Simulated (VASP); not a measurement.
Write the native input for VASP 6.6.1 that does the following.

* Task: electric field gradients
* Functional: LDA
* Potentials or basis: VASP PAW PBE potentials, release 64 (Tb)
* Cutoff: 520 eV
* k mesh: 12 × 12 × 7
* Occupations: fermi-dirac, width 0.05 eV
* Spin: collinear spin, ferromagnetic start
* Starting moments: [6.0, 6.0] μB
* Dipole correction: no
* Further INCAR settings: ALGO = Normal; EDIFF = 1e-08; NBANDS = 30

The structure of Tb lies in POSCAR:

```
Tb
1.0
    3.6010010916      0.0000000000      0.0000000000
   -1.8005005458      3.1185584244      0.0000000000
    0.0000000000      0.0000000000      5.6936000000
Tb
2
Direct
    0.3333333333      0.6666666667      0.2500000000
    0.6666666667      0.3333333333      0.7500000000
```

The input as run:

INCAR

```
  PREC = Accurate
  ENCUT = 520
  EDIFF = 1E-8
  ISMEAR = -1
  SIGMA = 0.05
  LREAL = False
  LASPH = True
  NELM = 150
  ALGO = Normal
  ISIF = 2
  LWAVE = False
  LCHARG = False
  ISPIN = 2
  MAGMOM = 6 6
  LORBIT = 11
  LMAXMIX = 6
  GGA = CA
  LEFG = True
  NBANDS = 30
```

KPOINTS

```
regular mesh
0
Gamma
  12 12 7
```

Potentials or basis: VASP PAW PBE potentials, release 64 (Tb).

Command:

```bash
$ cat potpaw_PBE.64/Tb/POTCAR > POTCAR
$ mpirun -np 1 vasp_std > vasp.out
```

Results of the run:

| Property | Result |
| --- | --- |
| Pressure | -4.5 GPa |
| Net moment | 11.76 μB per cell |
| Site moments | Tb +5.69 μB |
| Largest electric field gradient by atom | Tb +21.9 V/Å² |
| Valence electrons inside the program's atomic spheres | Tb 16.31 |

Caveat: the magnetic or orbital state may not be the lowest; the cell stands under tension; without QUAD_EFG the Cq values of the log hold for a quadrupole moment of 1 mb, not for the nuclei; the PAW data sets were made with another functional, which shifts forces and pressure a little.

Run time: 12 min on 1 thread of Intel(R) Xeon(R) 6975P-C (Granite Rapids) (shared host), peak memory 0.32 GiB.
